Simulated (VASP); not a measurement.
A run of VASP 6.6.1 is set up as follows.

Contents of INCAR:

```
PREC = Accurate
ENCUT = 520
EDIFF = 1E-7
ISMEAR = 0
SIGMA = 0.01
LREAL = False
LASPH = True
NELM = 60
ALGO = Normal
ISIF = 2
LWAVE = False
LCHARG = False
GGA = PE
NBANDS = 15
```

The input KPOINTS:

```
Automatic mesh
0
Gamma
  4 4 4
```

POSCAR

```
KCl
1.0
    3.7711686990      0.0000000000      0.0000000000
    0.0000000000      3.7711686990      0.0000000000
    0.0000000000      0.0000000000      3.7711686990
K Cl
1 1
Direct
    0.0000000000      0.0000000000      0.0000000000
    0.5000000000      0.5000000000      0.5000000000
```

Potentials or basis: VASP PAW PBE potentials, release 64 (K_sv, Cl).

Run with:

```console
$ cat potpaw_PBE.64/K_sv/POTCAR potpaw_PBE.64/Cl/POTCAR > POTCAR
$ mpirun -np 1 vasp_std > vasp.out
```

Question: Predict the band gap on the k mesh.

Answer: 5.03 eV, indirect (least direct gap 5.24 eV).

Question: Estimate the pressure.

Answer: 1.1 GPa.

A k mesh can miss the band edges.
